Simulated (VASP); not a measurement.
A run of VASP 6.6.1 is set up as follows.

File INCAR:

```
PREC = Accurate
ENCUT = 520
EDIFF = 1E-7
ISMEAR = 0
SIGMA = 0.15
LREAL = F
LASPH = T
NELM = 60
ALGO = Normal
ISIF = 2
LWAVE = F
LCHARG = F
GGA = PS
IVDW = 12
NBANDS = 14
```

KPOINTS

```
Automatic mesh
0
Gamma
  18 18 6
```

POSCAR

```
Al
1.0
    2.8544111702      0.0000000000      0.0000000000
   -1.4272055850      2.4719925862      0.0000000000
    0.0000000000      0.0000000000      9.5577103621
Al
4
Direct
    0.0000000000      0.0000000000      0.0000000000
    0.3333333333      0.6666666667      0.2500000000
    0.0000000000      0.0000000000      0.5000000000
    0.6666666667      0.3333333333      0.7500000000
```

Potentials or basis: VASP PAW PBE potentials, release 64 (Al).

Launch:

```bash
$ cat potpaw_PBE.64/Al/POTCAR > POTCAR
$ mpirun -np 1 vasp_std > vasp.out
```

Estimate the band gap on the k mesh.

zero (bands 6 and 7 overlap by 5.04 eV).

Predict the pressure.

-5.7 GPa.

Stress tensor (GPa, compression positive):
```
-5.14  0.00  0.00
 0.00 -5.14  0.00
 0.00  0.00 -6.92
```

Caveat: the cell stands under tension; the PAW data sets were made with another functional, which shifts forces and pressure a little.
